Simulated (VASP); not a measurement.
# Mg (Im-3m) in VASP: a series of runs

The runs below take Mg through relaxation of cell and atoms, with LDA.

Program: VASP 6.6.1. These are calculated values, not measurements. Logs are shortened: lines on timing, memory, paths and dates and some standing lists are left out, and cuts for length are marked.

## Step 1: The cell of the first run

Symmetry: Im-3m, No. 229, cubic system. Conventional cell: a = 2.979 Å, b = 2.979 Å, c = 2.979 Å, α = 90.00°, β = 90.00°, γ = 90.00°. Within 3.4 Å of Mg (site symmetry m-3m) lie 14 Mg at 2.58 to 2.98 Å.

## Step 2: Relaxation of cell and atoms, LDA, target pressure 50 GPa, at which the enthalpy is minimised

INCAR

```
  ALGO = Normal
  EDIFF = 1E-6
  EDIFFG = -0.004
  ENCUT = 600
  IBRION = 2
  ISIF = 3
  ISMEAR = 0
  LASPH = T
  LCHARG = F
  LREAL = F
  LWAVE = F
  NELM = 60
  NSW = 70
  PREC = Accurate
  PSTRESS = 500.0
  SIGMA = 0.1
```

KPOINTS

```
k-points
0
Gamma
  20 20 20
```

POSCAR

```
Mg
1.0
   -1.4895935573      1.4895935573      1.4895935573
    1.4895935573     -1.4895935573      1.4895935573
    1.4895935573      1.4895935573     -1.4895935573
Mg
1
Direct
    0.0000000000      0.0000000000      0.0000000000
```

Potentials or basis: VASP PAW LDA potentials, release 64 (Mg).

Run with:

```sh
cat potpaw_LDA.64/Mg/POTCAR > POTCAR
mpirun -np 1 vasp_std > vasp.out
```

OUTCAR:

```text
EDIFF = 1E-6
   EDIFFG = -0.004
   ENCUT = 600
   IBRION = 2
   ISIF = 3
   ISMEAR = 0
   LASPH = T
   LREAL = F
   NELM = 60
   NSW = 70
   PREC = Accurate
   PSTRESS = 500.0

 ion  position               nearest neighbor table
   1  0.000  0.000  0.000-

  LATTYP: Found a body centered cubic cell.
 ALAT       =     2.9791871146

  Lattice vectors:

 A1 = (  -1.4895935573,   1.4895935573,   1.4895935573)
 A2 = (   1.4895935573,  -1.4895935573,   1.4895935573)
 A3 = (   1.4895935573,   1.4895935573,  -1.4895935573)

Analysis of symmetry for initial positions (statically):
=====================================================================
 Subroutine PRICEL returns:
 Original cell was already a primitive cell.

 Routine SETGRP: Setting up the symmetry group for a
 body centered cubic supercell.

 Subroutine GETGRP returns: Found 48 space group operations
 (whereof 48 operations were pure point group operations)
 out of a pool of 48 trial point group operations.

The static configuration has the point symmetry O_h .

Analysis of symmetry for dynamics (positions and initial velocities):
=====================================================================
 Subroutine PRICEL returns:
 Original cell was already a primitive cell.

 Routine SETGRP: Setting up the symmetry group for a
 body centered cubic supercell.

 Subroutine GETGRP returns: Found 48 space group operations
 (whereof 48 operations were pure point group operations)
 out of a pool of 48 trial point group operations.

The dynamic configuration has the point symmetry O_h .

 Subroutine INISYM returns: Found 48 space group operations
 (whereof 48 operations are pure point group operations),
 and found     1 'primitive' translations

----------------------------------------------------------------------------------------

                                     Primitive cell

  volume of cell :      13.2210

  direct lattice vectors                    reciprocal lattice vectors
    -1.489593557  1.489593557  1.489593557     0.000000000  0.335662032  0.335662032
     1.489593557 -1.489593557  1.489593557     0.335662032  0.000000000  0.335662032
     1.489593557  1.489593557 -1.489593557     0.335662032  0.335662032  0.000000000

  length of vectors
     2.580051724  2.580051724  2.580051724     0.474697798  0.474697798  0.474697798

  position of ions in fractional coordinates (direct lattice)
     0.000000000  0.000000000  0.000000000

  ion indices of the primitive-cell ions
   primitive index   ion index
                 1           1

----------------------------------------------------------------------------------------

 KPOINTS: k-points

Automatic generation of k-mesh.
 Grid dimensions read from file:
 generate k-points for:   20   20   20

 Generating k-lattice:

  Cartesian coordinates                     Fractional coordinates (reciprocal lattice)
     0.000000000  0.016783102  0.016783102     0.050000000  0.000000000  0.000000000
     0.016783102  0.000000000  0.016783102     0.000000000  0.050000000  0.000000000
     0.016783102  0.016783102  0.000000000     0.000000000  0.000000000  0.050000000

  Length of vectors
     0.023734890  0.023734890  0.023734890

  Shift w.r.t. Gamma in fractional coordinates (k-lattice)
     0.000000000  0.000000000  0.000000000

 Subroutine IBZKPT returns following result:
 ===========================================

 Found    256 irreducible k-points:

 Following reciprocal coordinates:
            Coordinates               Weight
  0.000000  0.000000  0.000000      1.000000
  0.050000  0.000000  0.000000     12.000000
  0.100000  0.000000  0.000000     12.000000
  0.150000  0.000000  0.000000     12.000000
  0.200000  0.000000  0.000000     12.000000
  0.250000  0.000000  0.000000     12.000000
[... 16 lines left out ...]
  0.200000  0.100000  0.000000     48.000000
  0.250000  0.100000  0.000000     48.000000
 [... further k-points ...]
   k-points           NKPTS =    256   k-points in BZ     NKDIM =    256   number of bands    NBANDS=      5
   number of dos      NEDOS =    301   number of ions     NIONS =      1
   total plane-waves  NPLWV =  13824
   dimension x,y,z NGX =    24 NGY =   24 NGZ =   24
   dimension x,y,z NGXF=    48 NGYF=   48 NGZF=   48
   ions per type =               1
   NGX,Y,Z   is equivalent  to a cutoff of  15.46, 15.46, 15.46 a.u.
   NGXF,Y,Z  is equivalent  to a cutoff of  30.93, 30.93, 30.93 a.u.
 SYSTEM =  unknown system
   PREC   = accura    normal or accurate (medium, high low for compatibility)
   ISTART =      0    job   : 0-new  1-cont  2-samecut
   ICHARG =      2    charge: 1-file 2-atom 10-const
   ISPIN  =      1    spin polarized calculation?
   LNONCOLLINEAR =      F non collinear calculations
   LSORBIT =      F    spin-orbit coupling
   LASPH  =      T    aspherical Exc in radial PAW
   ENCUT  =  600.0 eV  44.10 Ry    6.64 a.u.   5.15  5.15  5.15*2*pi/ulx,y,z
   NELM   =     60;   NELMIN=  2; NELMDL= -5     # of ELM steps
   EDIFF  = 0.1E-05   stopping-criterion for ELM
   LREAL  =      F    real-space projection
   EDIFFG = -.4E-02   stopping-criterion for IOM
   NSW    =     70    number of steps for IOM
   IBRION =      2    ionic relax: 0-MD 1-quasi-New 2-CG
   NFREE  =      1    steps in history (QN), initial steepest desc. (CG)
   ISIF   =      3    stress and relaxation
   ISYM   =      2    0-nonsym 1-usesym 2-fastsym
   POTIM  = 0.5000    time-step for ionic-motion
   TEBEG  =    0.0;   TEEND  =   0.0 temperature during run
   PSTRESS=  500.0 pullay stress
   NELECT =       2.0000    total number of electrons
   NUPDOWN=      -1.0000    fix difference up-down
   EMIN   =  10.00;   EMAX   =-10.00  energy-range for DOS
   EFERMI =   0.00;   METHOD = LEGACY
   ISMEAR =     0;   SIGMA  =   0.10  broadening in eV -4-tet -1-fermi 0-gaus
   EFERMI_NEDOS =   21; number of points for ismear=-14 and -15
   IALGO  =     38    algorithm
   IMIX   =      4    mixing-type and parameters
     AMIX     =   0.40;   BMIX     =  1.00
     AMIX_MAG =   1.60;   BMIX_MAG =  1.00
  volume/ion in A,a.u.               =      13.22        89.22
  Fermi-wavevector in a.u.,A,eV,Ry     =   0.872296  1.648400 10.352669  0.760900
  Thomas-Fermi vector in A             =   1.991525
   LORBIT       =      0    0 simple, 1 ext, 2 COOP (PROOUT), +10 PAW based schemes
   GGA     = CA    functional components
   LHFCALC =     F    Hartree Fock is set to
   AEXX    =    0.0000 exact exchange contribution
   IVDW    =     0    specifies the selected vdW correction
   LEPSILON=     F    determine dielectric tensor
   LRPA    =     F    only Hartree local field effects (RPA)
 conjugate gradient relaxation of ions
 non-spin polarized calculation
 Gauss-broadening in eV      SIGMA  =   0.10
  energy-cutoff  :      600.00
  volume of cell :       13.22
 maximum number of plane-waves:       466
 NGX is ok and might be reduce to    24
   NGX = 11   NGY = 11   NGZ = 11

--------------------------------------- Ionic step        1  -------------------------------------------

 number of electron       2.0000000 magnetization

 Free energy of the ion-electron system (eV)
  ---------------------------------------------------
  ext. energy  EPLUGINS =         0.00000000
  ---------------------------------------------------
  free energy    TOTEN  =        -0.92446706 eV

  energy without entropy =       -0.92366103  energy(sigma->0) =       -0.92406404

------------------------ aborting loop because EDIFF is reached ----------------------------------------

  FORCE on cell =-STRESS in cart. coord.  units (eV):
  Direction    XX          YY          ZZ          XY          YZ          ZX
  --------------------------------------------------------------------------------------
  -------------------------------------------------------------------------------------
  Total        4.1515823      4.1515823      4.1515823      0.0000000      0.0000000     -0.0000000
  in kB      503.1076165    503.1076165    503.1076165      0.0000000      0.0000000     -0.0000000
  external PRESSURE =       3.1076165 kB  Pullay stress =     500.0000000 kB
[... 59 lines left out ...]
  enthalpy is  TOTEN    =         3.2014916886 eV   P V=        4.1412704583

--------------------------------------- Ionic step        3  -------------------------------------------

 number of electron       2.0000000 magnetization

 Free energy of the ion-electron system (eV)
  ---------------------------------------------------
  ext. energy  EPLUGINS =         0.00000000
  ---------------------------------------------------
  free energy    TOTEN  =        -0.93082697 eV

  energy without entropy =       -0.93002110  energy(sigma->0) =       -0.93042404

 E-fermi :   6.1808     XC(G=0): -10.6496

 val. band max:        6.1667174779   @ k =  -0.4000  -0.4000   0.1500
 cond. band min:       6.2399127219   @ k =  -0.3500  -0.3500   0.0500
 fundamental gap:      0.0731952440
 Fermi energy:         6.1808053883

 k-point     1 :       0.0000    0.0000    0.0000
  band No.  band energies     occupation
      1      -3.5131      2.00000
      2      23.1714      0.00000
      3      23.1714      0.00000
      4      23.1714      0.00000
      5      25.9908      0.00000

 k-point     2 :       0.0500    0.0000    0.0000
  band No.  band energies     occupation
      1      -3.4278      2.00000
      2      22.3960      0.00000
      3      22.7092      0.00000
      4      23.0602      0.00000
      5      25.1145      0.00000
[... 169 lines left out ...]
 k-point    24 :       0.2500    0.1000    0.0000
  band No.  band energies     occupation
      1      -0.2819      2.00000
      2      11.7497      0.00000
      3      16.0923      0.00000
      4      20.5745      0.00000
      5      22.6049      0.00000

 [... further k-points ...]
[... 5 lines left out ...]
  --------------------------------------------------------------------------------------
  -------------------------------------------------------------------------------------
  Total        4.1322155      4.1322155      4.1322155     -0.0000000     -0.0000000     -0.0000000
  in kB      499.9923548    499.9923548    499.9923548     -0.0000000     -0.0000000     -0.0000000
  external PRESSURE =      -0.0076452 kB  Pullay stress =     500.0000000 kB
[... 16 lines left out ...]
  FREE ENERGIE OF THE ION-ELECTRON SYSTEM (eV)
  ---------------------------------------------------
  free  energy   TOTEN  =        -0.9308269715 eV

  energy  without entropy=       -0.9300210993  energy(sigma->0) =       -0.93042404

  enthalpy is  TOTEN    =         3.2014516944 eV   P V=        4.1322786658

 reached required accuracy - stopping structural energy minimisation
```

Run time: 7.9 s. Hardware: 1 thread of Intel Xeon 6975P-C (Granite Rapids), shared host; peak memory 0.14 GiB.

What came out:

```yaml
Free_energy: -0.9308 eV
Relaxed_volume: 13.24 Å³/atom
Relaxed_cell: a = 2.581 Å, b = 2.581 Å, c = 2.581 Å, α = 109.47°, β = 109.47°, γ = 109.47°
Space_group_after_relaxing_to_0.05_Å: Im-3m (No. 229)
Energy_change_on_relaxing_the_enthalpy_is_what_falls: -6.4 meV/atom
Ionic_steps: 3
Pressure_after_relaxing: 50.0 GPa
Band_gap_on_the_k_mesh: zero (band 1 reaches 10.10 eV, above the bottom of band 2 at 5.21 eV)
```

Step by step:
| step | energy change (eV) | largest force (eV/Å) | pressure (GPa) | volume (Å³) |
| --- | --- | --- | --- | --- |
| 1 | 0.0000 | 0.0000 | 50.31 | 13.22 |
| 2 | -0.0153 | 0.0000 | 49.56 | 13.27 |
| 3 | -0.0064 | 0.0000 | 50.00 | 13.24 |

Final structure:
```xyz
1
Lattice="-1.4904 1.4904 1.4904 1.4904 -1.4904 1.4904 1.4904 1.4904 -1.4904" Properties=species:S:1:pos:R:3 pbc="T T T"
Mg    0.0000    0.0000    0.0000
```

Levels at points of the mesh, in eV from the Fermi level:
```csv
k point,band 1,band 2,band 3,band 4,band 5
"(0.00, 0.00, 0.00)",-9.69,16.99,16.99,16.99,19.81
"(0.50, 0.00, 0.00)",-2.31,-0.98,10.64,14.35,14.52
"(0.50, 0.50, 0.50)",3.92,3.92,5.92,5.92,5.92
```

Caveat: the cell is relaxed towards a set pressure, so the enthalpy falls and the energy may rise.

## Step 3: Relaxation of cell and atoms, LDA, target pressure 30 GPa, at which the enthalpy is minimised

INCAR

```
SYSTEM = Mg
PREC = Accurate ; ENCUT = 600
EDIFF = 1E-7 ; ISMEAR = 0
SIGMA = 0.1 ; LREAL = .FALSE.
LASPH = .TRUE. ; NELM = 80
ALGO = Normal ; ISIF = 3
LWAVE = .FALSE. ; LCHARG = .FALSE.
GGA = CA ; IBRION = 2
NSW = 70 ; EDIFFG = -0.004
PSTRESS = 300.0
```

KPOINTS

```
Automatic mesh
0
G
  20 20 20
  0 0 0
```

POSCAR is that of step 2.

Potentials or basis: VASP PAW LDA potentials, release 64 (Mg).

Run with:

```sh
cat potpaw_LDA.64/Mg/POTCAR > POTCAR
mpirun -np 1 vasp_std > vasp.out
```

Wall time 25 s (1 thread of Intel Xeon 6975P-C (Granite Rapids), shared host); peak memory 0.16 GiB.

The run converged. Its results:

- Free energy: -1.3329 eV
- Relaxed volume: 14.88 Å³/atom
- Relaxed cell: a = 2.684 Å, b = 2.684 Å, c = 2.684 Å, α = 109.47°, β = 109.47°, γ = 109.47°
- Space group after relaxing (to 0.05 Å): Im-3m (No. 229)
- Energy change on relaxing (the enthalpy is what falls): -408.5 meV/atom
- Ionic steps: 17
- Pressure after relaxing: 30.0 GPa
- Band gap on the k mesh: zero (band 1 reaches 9.25 eV, above the bottom of band 2 at 4.30 eV)

Step by step:
```csv
step,energy change (eV),largest force (eV/Å),pressure (GPa),volume (Å³)
1,0.0000,0.0000,50.31,13.22
2,-0.6644,0.0000,16.35,16.69
3,-0.4147,0.0000,29.72,14.92
4,-0.4081,0.0000,30.05,14.88
5,-0.4081,0.0000,30.05,14.88
6,-0.4081,0.0000,30.05,14.88
7,-0.4081,0.0000,30.05,14.88
8,-0.4081,0.0000,30.05,14.88
9,-0.4081,0.0000,30.05,14.88
10,-0.4081,0.0000,30.05,14.88
11,-0.4081,0.0000,30.05,14.88
12,-0.4081,0.0000,30.05,14.88
13,-0.4081,0.0000,30.05,14.88
14,-0.4082,0.0000,30.05,14.88
15,-0.4082,0.0000,30.05,14.88
16,-0.4083,0.0000,30.04,14.88
17,-0.4085,0.0000,30.04,14.88
```

Final structure:
```
Mg
1.0
    -1.54957    1.54957    1.54957
     1.54957   -1.54957    1.54957
     1.54957    1.54957   -1.54957
Mg
1
Direct
  0.00000 0.00000 0.00000
```

Levels at points of the mesh, in eV from the Fermi level:
| k point | band 1 | band 2 | band 3 | band 4 |
| --- | --- | --- | --- | --- |
| (0.00, 0.00, 0.00) | -9.09 | 16.01 | 16.01 | 16.01 |
| (0.50, 0.00, 0.00) | -2.17 | -0.98 | 10.16 | 13.14 |
| (0.50, 0.50, 0.50) | 3.97 | 3.97 | 5.33 | 5.33 |

Caveat: the cell is relaxed towards a set pressure, so the enthalpy falls and the energy may rise.
